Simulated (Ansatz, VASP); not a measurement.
# One calculation of HfO2, two programs

File INCAR:

```
PREC     = Accurate       # precision mode
ENCUT    = 600            # plane-wave cutoff, eV
EDIFF    = 1E-6           # SCF threshold, eV
ISMEAR   = -1             # smearing method
SIGMA    = 0.01           # smearing width, eV
LREAL    = False          # projectors in reciprocal space
LASPH    = True           # aspherical terms in the spheres
NELM     = 120            # most SCF steps
ALGO     = Normal         # electronic algorithm
ISIF     = 2              # what is computed and relaxed
LWAVE    = False          # write WAVECAR
LCHARG   = True           # write CHGCAR
GGA      = CA             # functional
LELF     = True           # ELF
LVHAR    = True         
NBANDS   = 18             # bands
GGA_COMPAT= False
```

File KPOINTS:

```
regular mesh
0
Gamma
  8 8 8
```

Contents of POSCAR:

```
HfO2
1.0
    0.0255750000      2.5702875000      2.5702875000
    2.5702875000      0.0255750000      2.5702875000
    2.5702875000      2.5702875000      0.0255750000
Hf O
1 2
Direct
    0.0000000000      0.0000000000      0.0000000000
    0.2500000000      0.2500000000      0.2500000000
    0.7500000000      0.7500000000      0.7500000000
```

Input for Ansatz:

```yaml
crystal:
  lattice:
    - [0.025575, 2.5702875, 2.5702875]
    - [2.5702875, 0.025575, 2.5702875]
    - [2.5702875, 2.5702875, 0.025575]
  atoms:
    - { symbol: Hf, position: [0.0, 0.0, 0.0] }
    - { symbol: O, position: [0.25, 0.25, 0.25] }
    - { symbol: O, position: [0.75, 0.75, 0.75] }
kpoints:
  mp_grid: { grid: [8, 8, 8] }
  band_path:
    path:
      - [0.0, 0.0, 0.0]
      - [0.5, 0.5, 0.5]
      - [0.247543133, 0.5, 0.752456867]
      - [-0.247543133, 0.247543133, 0.5]
      - [0.0, 0.0, 0.5]
      - [0.0, 0.0, 0.0]
      - [-0.3737715665, 0.0, 0.3737715665]
      - [0.0, 0.3737715665, 0.6262284335]
      - [0.0, 0.5, 0.5]
    npoints: 5
scf:
  occupations: { method: fermi_dirac, width: 0.01 }
hamiltonian:
  xc: lda
  pseudopotentials: { kind: all_electron, lapw: { basis_error: 0.001 } }
output:
  forces: true
  stress: true
  eigenvalues: true
```

Change from the starting cell: equal xy, yz and zx shear strains of +1 %.

Alike in both runs: task single point; functional LDA; k mesh 8 × 8 × 8; occupations fermi-dirac, width 0.01 eV; no spin polarisation.

|  | VASP | Ansatz |
| --- | --- | --- |
| version | VASP 6.6.1 | Ansatz 0.2.0 |
| potentials or method | VASP PAW LDA potentials, release 64 (Hf_pv, O), cutoff 600 eV | all-electron LAPW, scalar-relativistic |

VASP gave:

| Quantity | Value |
| --- | --- |
| gap on the k mesh at the Fermi level (eV) | 3.53 |
| pressure (GPa) | -19.5 |
| traceless stress, the component that is largest in VASP (GPa) | -0.67 |
| rms of the force components (eV/Å) | 0.034 |

Task: What did Ansatz give for the same quantities?

Result: gap on the k mesh at the Fermi level (eV): 3.50; pressure (GPa): -16.4; traceless stress, the component that is largest in VASP (GPa): -0.71; rms of the force components (eV/Å): 0.038.

LDA's correlation is that of Perdew and Zunger in VASP and of Perdew and Wang (1992) in Ansatz. Atom by atom the forces differ by 0.004 eV/Å (rms over components). Ansatz ran all-electron here, and VASP with PAW potentials.

Neither program's run includes spin-orbit coupling.
